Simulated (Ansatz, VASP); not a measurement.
## One calculation of Mg, two programs

File POSCAR:

```
Mg
1.0
    3.2638900000      0.0001000000     -0.0053100000
   -1.6318600000      2.7700700000      0.0113300000
   -0.0086200000      0.0162700000      5.2780100000
Mg
2
Direct
    0.3287800000      0.6679200000      0.2557600000
    0.6667908960      0.3313178054      0.7469285171
```

File INCAR.step1:

```
SYSTEM = Mg
  PREC = Accurate
  ENCUT = 520
  ISMEAR = -1
  SIGMA = 0.1
  LREAL = .False.
  LASPH = .True.
  NELM = 60
  NBANDS = 9
  GGA = PE
  ALGO = Normal
  EDIFF = 1E-4
  LWAVE = .True.
  LCHARG = .False.
```

INCAR.step2

```
SYSTEM = Mg
  PREC = Accurate
  ENCUT = 520
  EDIFF = 1E-6
  ISMEAR = -1
  SIGMA = 0.1
  LREAL = .False.
  LASPH = .True.
  NELM = 60
  ALGO = Normal
  ISIF = 2
  LWAVE = .False.
  LCHARG = .False.
  METAGGA = R2SCAN
  LMIXTAU = .True.
  NBANDS = 9
  ISTART = 1
```

The input KPOINTS:

```
regular mesh
0
Gamma
  7 7 4
  0 0 0
```

Input for Ansatz:

```yaml
crystal:
  lattice:
    - [3.26389, 0.0001, -0.00531]
    - [-1.63186, 2.77007, 0.01133]
    - [-0.00862, 0.01627, 5.27801]
  atoms:
    - { symbol: Mg, position: [0.32878, 0.66792, 0.25576] }
    - { symbol: Mg, position: [0.6667908960160559, 0.3313178053756485, 0.746928517115909] }
basis:
  ecutwfc: 650.0
  xc_grid: 2
kpoints:
  mp_grid:
    grid: [7, 7, 4]
hamiltonian:
  xc: r2scan
scf:
  convergence:
    dr2_threshold: 1.0e-09
  occupations:
    method: fermi_dirac
output:
  forces: true
  stress: true
```

Alike in both runs: task single point; functional r2SCAN; k mesh 7 × 7 × 4; no spin polarisation.

```csv
,VASP,Ansatz
version,VASP 6.6.1,Ansatz 0.2.0
potentials or method,"VASP PAW PBE potentials, release 64 (Mg), cutoff 520 eV","plane waves, PAW"
occupations,"fermi-dirac, width 0.1 eV",fermi-dirac
valence electrons in the cell,4,20
```

```tsv
	VASP	Ansatz	Ansatz less VASP
pressure (GPa)	-2.0	-1.7	+0.25
traceless stress, the component that is largest in VASP (GPa)	1.52	1.51	-0.010
rms of the force components (eV/Å)	0.079	0.080	+0.0009
```

VASP's potentials were made for PBE, not for r2SCAN. Atom by atom the forces differ by 0.001 eV/Å (rms over components). VASP's potentials hold 4 valence electrons a cell and Ansatz's 20, so a difference there can come from the potentials and not from the codes. Ansatz's warnings: stress scf threshold loose.
